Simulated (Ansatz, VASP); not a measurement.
# Two plane-wave programs on C8O

```
C O
1.0
     2.46498    0.00000    0.00000
    -1.23249    2.13474    0.00000
     0.00000    0.00000   29.10765
C O
8 1
Direct
  0.00000 0.00000 0.29202
  0.66667 0.33333 0.29202
  0.00000 0.00000 0.40777
  0.33333 0.66667 0.40777
  0.00000 0.00000 0.52352
  0.66667 0.33333 0.52352
  0.00000 0.00000 0.63927
  0.33333 0.66667 0.63927
  0.00000 0.25000 0.67317
```

Alike in both runs: task single point; functional PBE; dispersion D3(BJ); k mesh 12 × 12 × 1; occupations gaussian, width 0.1 eV; no spin polarisation.

```csv
,VASP,Ansatz
version,VASP 6.6.1,Ansatz 0.2.0
potentials or method,"VASP PAW PBE potentials, release 64 (C, O), cutoff 520 eV","scalar-relativistic, plane waves, PAW"
valence electrons in the cell,38,38
```

Ansatz gave:

* rms of the force components (eV/Å): 5.401

Problem. What did VASP give for the same quantities?

Solution. rms of the force components (eV/Å): 5.640.

Atom by atom the forces differ by 0.269 eV/Å (rms over components).

Noted on VASP's run: the standard files for N, O and F lose accuracy on very short bonds.
